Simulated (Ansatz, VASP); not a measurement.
## SnO: VASP beside Ansatz

The input INCAR:

```
PREC = Accurate
ENCUT = 520
EDIFF = 1E-7
ISMEAR = 0
SIGMA = 0.01
LREAL = False
LASPH = True
NELM = 80
ALGO = Normal
ISIF = 2
LWAVE = False
LCHARG = False
GGA = PS
NBANDS = 28
```

KPOINTS

```
Automatic mesh
0
Gamma
  2 2 2
```

POSCAR

```
SnO
1.0
    3.3550000000      0.0000000000      0.0000000000
    0.0000000000      5.6741000000      0.0000000000
    0.0000000000      0.0000000000      4.2219700000
Sn O
2 2
Direct
    0.0000000000      0.2319100000      0.5131400000
    0.5000000000      0.7680900000      0.0131400000
    0.0000000000      0.8912500000      0.7368600000
    0.5000000000      0.1087500000      0.2368600000
```

Input for Ansatz:

```yaml
crystal:
  lattice:
    bravais: orthorhombic
    a: 3.355
    b: 5.6741
    c: 4.22197
  space_group: 31
  setting:
    hermann_mauguin: Pmn21
  atoms:
    - { symbol: Sn, position: [0.0, 0.23191, 0.51314] }
    - { symbol: O, position: [0.0, 0.89125, 0.73686] }
kpoints:
  mp_grid:
    grid: [2, 2, 2]
hamiltonian:
  xc: pbesol
scf:
  convergence:
    dr2_threshold: 1.0e-10
  occupations:
    method: fixed
output:
  forces: true
  stress: true
```

Alike in both runs: task single point; functional PBEsol; k mesh 2 × 2 × 2; no spin polarisation.

|  | VASP | Ansatz |
| --- | --- | --- |
| version | VASP 6.6.1 | Ansatz 0.2.0 |
| potentials or method | VASP PAW PBE potentials, release 64 (Sn_d, O) | plane waves, PAW |
| plane-wave cutoff (eV) | 520 | 420 |
| occupations | gaussian, width 0.01 eV | fixed |
| valence electrons in the cell | 40 | 40 |

|  | VASP | Ansatz | Ansatz less VASP |
| --- | --- | --- | --- |
| pressure (GPa) | -2.5 | -2.7 | -0.21 |
| traceless stress, the component that is largest in VASP (GPa) | 4.15 | 4.08 | -0.069 |
| rms of the force components (eV/Å) | 0.110 | 0.127 | +0.0172 |

VASP's potentials were made for PBE, not for PBEsol. Atom by atom the forces differ by 0.034 eV/Å (rms over components).

The k mesh is coarse, so the values compare programs but aren't converged.
